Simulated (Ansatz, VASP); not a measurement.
# One calculation of MgBe5ZnCdTe8, two programs

```
Be Mg Zn Cd Te
1.0
     0.00104   -0.00508   -6.88234
     4.14614    7.14115    0.00479
     4.12698   -7.13009   -0.00607
Be Mg Zn Cd Te
5 1 1 1 8
Cartesian
  2.1020 -1.2374 -6.8789
  4.1379 -4.6927 -6.8778
  4.1477 2.4029 -6.8617
  6.1819 -1.2286 -6.8830
  4.1442 -2.3621 -3.4554
  6.2558 1.1553 -3.3696
  4.1376 4.7689 -3.3970
  2.0400 1.1518 -3.3562
  2.1659 -1.3599 -4.4282
  4.1132 -4.5366 -4.4548
  4.1715 2.4411 -4.4659
  6.1044 -1.3273 -4.4320
  4.1410 -2.3609 -0.9457
  2.0693 1.1859 -0.6096
  6.2233 1.1927 -0.6377
  4.1490 4.7774 -0.7696
```

Alike in both runs: task single point; functional PBEsol; k mesh 4 × 3 × 3; occupations gaussian, width 0.02 eV; no spin polarisation.

```csv
,VASP,Ansatz
version,VASP 6.6.1,Ansatz 0.2.0
potentials or method,"VASP PAW PBE potentials, release 64 (Be, Mg, Zn, Cd, Te), cutoff 520 eV","scalar-relativistic, plane waves, PAW"
valence electrons in the cell,84,180
```

```csv
,VASP,Ansatz,Ansatz less VASP
gap on the k mesh at the Fermi level (eV),1.67,1.68,+0.012
least direct gap on the mesh (eV),1.81,1.83,+0.014
pressure (GPa),0.3,0.1,-0.19
"traceless stress, the component that is largest in VASP (GPa)",0.53,0.53,+0.001
rms of the force components (eV/Å),0.016,0.014,-0.0018
```

VASP's potentials were made for PBE, not for PBEsol. Atom by atom the forces differ by 0.005 eV/Å (rms over components). VASP's potentials hold 84 valence electrons a cell and Ansatz's 180, so a difference there can come from the potentials and not from the codes.

Spin-orbit coupling is off throughout.
